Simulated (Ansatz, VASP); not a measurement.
Two plane-wave programs on Al2Cu3

```
Al Cu
1.0
     2.08333    1.20281    4.33006
    -2.08333    1.20281    4.33006
     0.00000   -2.40563    4.33006
Al Cu
2 3
Direct
  0.89688 0.89688 0.89688
  0.10312 0.10312 0.10312
  0.30126 0.30126 0.30126
  0.69874 0.69874 0.69874
  0.50000 0.50000 0.50000
```

Alike in both runs: functional PBE; k mesh 6 × 6 × 6; occupations gaussian, width 0.1 eV; no spin polarisation.

Ansatz relaxed the structure, and its values are those at the end. VASP's run is a single point on that final structure, the one shown.

```csv
,VASP,Ansatz
version,VASP 6.6.1,Ansatz 0.2.0
potentials or method,"VASP PAW PBE potentials, release 64 (Al, Cu), cutoff 520 eV","scalar-relativistic, plane waves, PAW"
valence electrons in the cell,39,63
```

|  | VASP | Ansatz | Ansatz less VASP |
| --- | --- | --- | --- |
| gap on the k mesh at the Fermi level (eV) | none | none | - |
| pressure (GPa) | 0.2 | 0.0 | -0.21 |
| rms of the force components (eV/Å) | 0.008 | 0.006 | -0.0015 |

A gap of «none» marks a metal or a gap that the smearing closes. The functional is the same, so the differences come from potentials, cutoffs and numerics. VASP's potentials hold 39 valence electrons a cell and Ansatz's 63, so a difference there can come from the potentials and not from the codes.
